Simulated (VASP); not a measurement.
# Co2Si3Ru (P4/mmm) in VASP: single point with PBE

Aim: the single point of Co2Si3Ru with PBE.

Program: VASP 6.6.1. These are calculated values, not measurements. Logs are shortened: lines on timing, memory, paths and dates and some standing lists are left out, and cuts for length are marked.

**1. The cell of the first run**

The structure is tetragonal, space group P4/mmm (No. 123). Conventional cell: a = 2.889 Å, b = 2.889 Å, c = 8.206 Å, α = 90.00°, β = 90.00°, γ = 90.00°. Co (site symmetry 4mm) has 8 Si at 2.42 to 2.43 Å and 5 Co at 2.61 to 2.89 Å and 1 Ru at 2.80 Å within 3.2 Å. Within 3.2 Å of Si (site symmetry 4/mmm) lie 8 Co at 2.42 Å and 6 Si at 2.62 to 2.89 Å. Within 3.2 Å of Si (site symmetry 4mm) lie 4 Co at 2.43 Å and 4 Ru at 2.52 Å and 6 Si at 2.62 to 2.97 Å. Ru (site symmetry 4/mmm) has 8 Si at 2.52 Å and 2 Co at 2.80 Å and 4 Ru at 2.89 Å within 3.3 Å.

**2. Single point, PBE**

Contents of INCAR:

```
  PREC = Accurate
  ENCUT = 520
  EDIFF = 1E-6
  ISMEAR = 0
  SIGMA = 0.1
  LREAL = F
  LASPH = T
  NELM = 100
  ALGO = Normal
  ISIF = 2
  LWAVE = F
  LCHARG = F
  GGA = PE
  NBANDS = 31
```

Contents of KPOINTS:

```
regular mesh
0
Gamma
  14 14 6
```

Contents of POSCAR:

```
Co2Si3Ru
1.0
    2.8887670124      0.0000000000      0.0000000000
    0.0000000000      2.8887670124      0.0000000000
    0.0000000000      0.0000000000      8.2059214018
Co Si Ru
2 3 1
Direct
    0.0000000000      0.0000000000      0.8408008803
    0.0000000000      0.0000000000      0.1591991197
    0.5000000000      0.5000000000      0.0000000000
    0.5000000000      0.5000000000      0.3191921316
    0.5000000000      0.5000000000      0.6808078684
    0.0000000000      0.0000000000      0.5000000000
```

Potentials or basis: VASP PAW PBE potentials, release 64 (Co, Si, Ru_pv).

Command:

```bash
> cat potpaw_PBE.64/Co/POTCAR potpaw_PBE.64/Si/POTCAR potpaw_PBE.64/Ru_pv/POTCAR > POTCAR
> mpirun -np 1 vasp_std > vasp.out
```

OUTCAR:

```text
PREC = Accurate
   ENCUT = 520
   EDIFF = 1E-6
   ISMEAR = 0
   LREAL = F
   LASPH = T
   NELM = 100
   ISIF = 2
   GGA = PE

 ion  position               nearest neighbor table
   1  0.000  0.000  0.841-   3 2.42   3 2.42   3 2.42   3 2.42   5 2.43   5 2.43   5 2.43   5 2.43
                             2 2.61   6 2.80
   2  0.000  0.000  0.159-   3 2.42   3 2.42   3 2.42   3 2.42   4 2.43   4 2.43   4 2.43   4 2.43
                             1 2.61   6 2.80
   3  0.500  0.500  0.000-   1 2.42   2 2.42   1 2.42   2 2.42   1 2.42   2 2.42   1 2.42   2 2.42
                             4 2.62   5 2.62
   4  0.500  0.500  0.319-   2 2.43   2 2.43   2 2.43   2 2.43   6 2.52   6 2.52   6 2.52   6 2.52
                             3 2.62   5 2.97
   5  0.500  0.500  0.681-   1 2.43   1 2.43   1 2.43   1 2.43   6 2.52   6 2.52   6 2.52   6 2.52
                             3 2.62   4 2.97
   6  0.000  0.000  0.500-   4 2.52   5 2.52   4 2.52   5 2.52   4 2.52   5 2.52   4 2.52   5 2.52
                             1 2.80   2 2.80

  LATTYP: Found a simple tetragonal cell.
 ALAT       =     2.8887670124
 C/A-ratio  =     2.8406310951

  Lattice vectors:

 A1 = (   2.8887670124,   0.0000000000,   0.0000000000)
 A2 = (   0.0000000000,   2.8887670124,   0.0000000000)
 A3 = (   0.0000000000,   0.0000000000,   8.2059214018)

Analysis of symmetry for initial positions (statically):
=====================================================================
 Subroutine PRICEL returns:
 Original cell was already a primitive cell.

 Routine SETGRP: Setting up the symmetry group for a
 simple tetragonal supercell.

 Subroutine GETGRP returns: Found 16 space group operations
 (whereof 16 operations were pure point group operations)
 out of a pool of 16 trial point group operations.

The static configuration has the point symmetry D_4h.

Analysis of symmetry for dynamics (positions and initial velocities):
=====================================================================
 Subroutine PRICEL returns:
 Original cell was already a primitive cell.

 Routine SETGRP: Setting up the symmetry group for a
 simple tetragonal supercell.

 Subroutine GETGRP returns: Found 16 space group operations
 (whereof 16 operations were pure point group operations)
 out of a pool of 16 trial point group operations.

The dynamic configuration has the point symmetry D_4h.

 Subroutine INISYM returns: Found 16 space group operations
 (whereof 16 operations are pure point group operations),
[... 102 lines left out ...]
   ENCUT  =  520.0 eV  38.22 Ry    6.18 a.u.   5.37  5.37 15.26*2*pi/ulx,y,z
   NELM   =    100;   NELMIN=  2; NELMDL= -5     # of ELM steps
   EDIFF  = 0.1E-05   stopping-criterion for ELM
   LREAL  =      F    real-space projection
   EDIFFG = 0.1E-04   stopping-criterion for IOM
   NSW    =      0    number of steps for IOM
[... 5 lines left out ...]
   TEBEG  =    0.0;   TEEND  =   0.0 temperature during run
   PSTRESS=    0.0 pullay stress
   NELECT =      44.0000    total number of electrons
   NUPDOWN=      -1.0000    fix difference up-down
   EMIN   =  10.00;   EMAX   =-10.00  energy-range for DOS
   EFERMI =   0.00;   METHOD = LEGACY
   ISMEAR =     0;   SIGMA  =   0.10  broadening in eV -4-tet -1-fermi 0-gaus
   EFERMI_NEDOS =   21; number of points for ismear=-14 and -15
   IALGO  =     38    algorithm
   IMIX   =      4    mixing-type and parameters
     AMIX     =   0.40;   BMIX     =  1.00
     AMIX_MAG =   1.60;   BMIX_MAG =  1.00
  volume/ion in A,a.u.               =      11.41        77.02
  Fermi-wavevector in a.u.,A,eV,Ry     =   1.412673  2.669565 27.152392  1.995645
  Thomas-Fermi vector in A             =   2.534397
   LORBIT       =      0    0 simple, 1 ext, 2 COOP (PROOUT), +10 PAW based schemes
   GGA     = PE    functional components
   LHFCALC =     F    Hartree Fock is set to
   AEXX    =    0.0000 exact exchange contribution
   IVDW    =     0    specifies the selected vdW correction
   LEPSILON=     F    determine dielectric tensor
   LRPA    =     F    only Hartree local field effects (RPA)
 non-spin polarized calculation
 Gauss-broadening in eV      SIGMA  =   0.10
  energy-cutoff  :      520.00
  volume of cell :       68.48
 maximum number of plane-waves:      1872
 NGX is ok and might be reduce to    24
   NGX = 11   NGY = 11   NGZ = 31

 number of electron      44.0000011 magnetization

 Free energy of the ion-electron system (eV)
  ---------------------------------------------------
  ext. energy  EPLUGINS =         0.00000000
  ---------------------------------------------------
  free energy    TOTEN  =       -42.37458280 eV

  energy without entropy =      -42.35826456  energy(sigma->0) =      -42.36642368

 E-fermi :  12.8232     XC(G=0): -13.0031

 val. band max:       12.8231985169   @ k =   0.5000   0.2857   0.5000
 cond. band min:      12.8441147497   @ k =   0.2143   0.0000   0.0000
 fundamental gap:      0.0209162329
 Fermi energy:        12.8232269064

 k-point     1 :       0.0000    0.0000    0.0000
  band No.  band energies     occupation
      1     -30.2149      2.00000
      2     -30.0018      2.00000
      3     -30.0018      2.00000
      4      -0.9625      2.00000
      5       1.1322      2.00000
      6       1.5215      2.00000
[... 805 lines left out ...]
     30      18.9665      0.00000
     31      19.2573      0.00000

 [... further k-points ...]

------------------------ aborting loop because EDIFF is reached ----------------------------------------

  FORCE on cell =-STRESS in cart. coord.  units (eV):
  Direction    XX          YY          ZZ          XY          YZ          ZX
  --------------------------------------------------------------------------------------
  -------------------------------------------------------------------------------------
  Total       -0.0188026     -0.0188026     -0.0165300      0.0000000     -0.0000000      0.0000000
  in kB       -0.4399215     -0.4399215     -0.3867495      0.0000000     -0.0000000      0.0000000
  external PRESSURE =      -0.4221975 kB  Pullay stress =       0.0000000 kB

 VOLUME and BASIS-vectors are now :
 -----------------------------------------------------------------------------
  energy-cutoff  :      520.00
  volume of cell :       68.48
      direct lattice vectors                 reciprocal lattice vectors
     2.888767012  0.000000000  0.000000000     0.346168450  0.000000000  0.000000000
     0.000000000  2.888767012  0.000000000     0.000000000  0.346168450  0.000000000
     0.000000000  0.000000000  8.205921402     0.000000000  0.000000000  0.121863219

 POSITION                                       TOTAL-FORCE (eV/Angst)
 -----------------------------------------------------------------------------------
      0.00000      0.00000      6.89955        -0.000000      0.000000      0.002722
      0.00000      0.00000      1.30638        -0.000000      0.000000     -0.002722
      1.44438      1.44438      0.00000        -0.000000      0.000000      0.000000
      1.44438      1.44438      2.61927        -0.000000     -0.000000     -0.011298
      1.44438      1.44438      5.58666         0.000000      0.000000      0.011298
      0.00000      0.00000      4.10296        -0.000000      0.000000      0.000000
 -----------------------------------------------------------------------------------
    total drift:                               -0.000000      0.000000      0.000000

  FREE ENERGIE OF THE ION-ELECTRON SYSTEM (eV)
  ---------------------------------------------------
  free  energy   TOTEN  =       -42.3745827955 eV

  energy  without entropy=      -42.3582645631  energy(sigma->0) =      -42.36642368
```

It took 5.2 min on 1 thread of AMD EPYC 7R43 (Zen 3), shared host; peak memory 0.36 GiB.

Results:

| Property | Result |
| --- | --- |
| Free energy | -42.3746 eV |
| Pressure | 0.0 GPa |
| Largest force | 0.011 eV/Å |
| Band gap on the k mesh | zero (bands 22 and 23 overlap by 1.06 eV) |

Forces in eV/Å, atoms in the order of the input:
```
Co   0.000  0.000  0.003
Co   0.000  0.000 -0.003
Si   0.000  0.000  0.000
Si   0.000  0.000 -0.011
Si   0.000  0.000  0.011
Ru   0.000  0.000  0.000
```

Levels at points of the mesh, in eV from the Fermi level:
```csv
k point,band 19,band 20,band 21,band 22,band 23,band 24,band 25,band 26
"(0.00, 0.00, 0.00)",-1.02,-1.02,-0.59,0.08,0.68,2.23,2.23,4.19
"(0.50, 0.00, 0.00)",-1.98,-1.97,-0.82,-0.43,-0.41,1.05,2.43,3.57
"(0.50, 0.50, 0.00)",-0.56,-0.51,-0.14,0.13,0.13,0.70,0.70,0.88
"(0.00, 0.00, 0.50)",-1.33,-1.21,-0.59,0.42,1.08,2.72,3.17,3.17
"(0.50, 0.00, 0.50)",-2.12,-1.30,-1.21,-0.42,-0.40,0.97,2.08,3.17
"(0.50, 0.50, 0.50)",-0.97,-0.56,-0.51,-0.16,0.88,1.00,1.46,1.56
```

Caveat: the run has no spin polarisation, though such a crystal can be magnetic.

The gap in the log of VASP goes by the Fermi energy; the results here count the filled bands.